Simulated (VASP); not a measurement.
A run of VASP 6.6.1:

The input POSCAR:

```
Sn
1.0
   -2.0946918795      2.0946918795      1.7143695138
    2.0946918795     -2.0946918795      1.7143695138
    2.0946918795      2.0946918795     -1.7143695138
Sn
1
Direct
    0.0000000000      0.0000000000      0.0000000000
```

INCAR.step1

```
GGA = CA
ISMEAR = 1
SIGMA = 0.05
LWAVE = F
LCHARG = F
NSW = 80
PREC = Accurate
LASPH = T
LREAL = F
ALGO = Normal
EDIFF = 1E-7
NELM = 120
GGA_COMPAT = F
IBRION = 2
ISIF = 3
EDIFFG = -0.002
NELMIN = 4
ENCUT = 620
POTIM = 0.5
```

INCAR.step4

```
GGA = CA
ISMEAR = 1
SIGMA = 0.05
LWAVE = F
LCHARG = F
PREC = Accurate
LASPH = T
LREAL = F
ALGO = Normal
EDIFF = 1E-7
NELM = 120
GGA_COMPAT = F
ISIF = 2
ENCUT = 620
```

KPOINTS

```
Automatic mesh
0
Gamma
  14 14 14
  0 0 0
```

Potentials or basis: VASP PAW LDA potentials, release 64 (Sn_d).

Run with:

```bash
$ cat potpaw_LDA.64/Sn_d/POTCAR > POTCAR
$ cp INCAR.step1 INCAR
$ cp POSCAR.step1 POSCAR
$ mpirun -np 1 vasp_std > vasp.out
$ cp CONTCAR POSCAR
$ mpirun -np 1 vasp_std > vasp.out
$ cp CONTCAR POSCAR
$ mpirun -np 1 vasp_std > vasp.out
$ cp CONTCAR POSCAR
$ cp INCAR.step4 INCAR
$ mpirun -np 1 vasp_std > vasp.out
```

Hardware: 1 thread of Intel(R) Xeon(R) Platinum 8375C CPU @ 2.90GHz (Ice Lake), on a shared host.

Estimate the wall time of this run.

Wall time 16 min on 1 thread of Intel(R) Xeon(R) Platinum 8375C CPU @ 2.90GHz (Ice Lake), on a shared host, peak memory 0.24 GiB. Counts: k points 244, ion steps 19.
